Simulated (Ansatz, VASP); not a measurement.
## K3W in VASP and in Ansatz

Contents of INCAR:

```
  PREC = Accurate
  ENCUT = 520
  EDIFF = 1E-7
  ISMEAR = 0
  SIGMA = 0.1
  LREAL = False
  LASPH = True
  NELM = 80
  ALGO = Normal
  ISIF = 2
  LWAVE = False
  LCHARG = False
  GGA = PE
  NBANDS = 28
```

KPOINTS

```
Automatic mesh
0
Gamma
  4 4 4
```

The input POSCAR:

```
K3W
1.0
    0.0000000000      4.0271676700      4.0271676700
    4.0271676700      0.0000000000      4.0271676700
    4.0271676700      4.0271676700      0.0000000000
K W
3 1
Direct
    0.7500000000      0.7500000000      0.7500000000
    0.5000000000      0.5000000000      0.5000000000
    0.2500000000      0.2500000000      0.2500000000
    0.0000000000      0.0000000000      0.0000000000
```

Input for Ansatz:

```yaml
crystal:
  lattice:
    - [0.0, 4.02716767, 4.02716767]
    - [4.02716767, 0.0, 4.02716767]
    - [4.02716767, 4.02716767, 0.0]
  atoms:
    - { symbol: K, position: [0.75, 0.75, 0.75] }
    - { symbol: K, position: [0.5, 0.5, 0.5] }
    - { symbol: K, position: [0.25, 0.25, 0.25] }
    - { symbol: W, position: [0.0, 0.0, 0.0] }
basis:
  ecutwfc: 420
kpoints:
  mp_grid: { grid: [4, 4, 4] }
hamiltonian:
  xc: pbe
scf:
  occupations: { method: gaussian, width: 0.1 }
  lower_state_search: "off"
output:
  forces: true
  stress: true
  eigenvalues: true
```

Alike in both runs: task single point; functional PBE; k mesh 4 × 4 × 4; occupations gaussian, width 0.1 eV; no spin polarisation.

|  | VASP | Ansatz |
| --- | --- | --- |
| version | VASP 6.6.1 | Ansatz 0.2.0 |
| potentials or method | VASP PAW PBE potentials, release 64 (K_sv, W_sv), cutoff 520 eV | scalar-relativistic, plane waves, PAW |
| valence electrons in the cell | 41 | 41 |

```tsv
	VASP	Ansatz	Ansatz less VASP
gap on the k mesh at the Fermi level (eV)	none	none	-
pressure (GPa)	3.2	3.2	-0.02
```

A gap of «none» marks a metal or a gap that the smearing closes. The functional is the same, so the differences come from potentials, cutoffs and numerics.

Neither program's run includes spin-orbit coupling.
